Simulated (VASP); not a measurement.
B, 3 atoms in the cell. Symmetry: P6/mmm, No. 191, hexagonal system. Conventional cell: a = 3.333 Å, b = 3.333 Å, c = 2.043 Å, α = 90.00°, β = 90.00°, γ = 120.00°. Within 2.7 Å of B (site symmetry 6/mmm) lie 14 B at 2.04 to 2.18 Å. B (site symmetry -6m2) has 11 B at 1.92 to 2.18 Å within 2.6 Å. 

* Program: VASP 6.6.1
* Task: relaxation of cell and atoms
* Functional: revPBE
* Potentials or basis: VASP PAW PBE potentials, release 64 (B)
* Cutoff: 600 eV
* k mesh: 11 × 11 × 15
* Occupations: fermi-dirac, width 0.1 eV
* Spin: no spin polarisation
* Dipole correction: no
* Further INCAR settings: ALGO = Normal; EDIFF = 1e-06; IBRION = 2; EDIFFG = -0.01; NSW = 80; ISIF = 3

Potentials or basis: VASP PAW PBE potentials, release 64 (B).

Run with:

```console
$ cat potpaw_PBE.64/B/POTCAR > POTCAR
$ mpirun -np 1 vasp_std > vasp.out
```

Hardware: 1 thread of Intel(R) Xeon(R) Platinum 8488C (Sapphire Rapids), with other jobs on the host.

Task: How long does it take, and how much memory?

Result: Wall time 2.4 min on 1 thread of Intel(R) Xeon(R) Platinum 8488C (Sapphire Rapids) (shared host), peak memory 0.14 GiB. Counts: scf iterations 147, k points 128, ion steps 31.
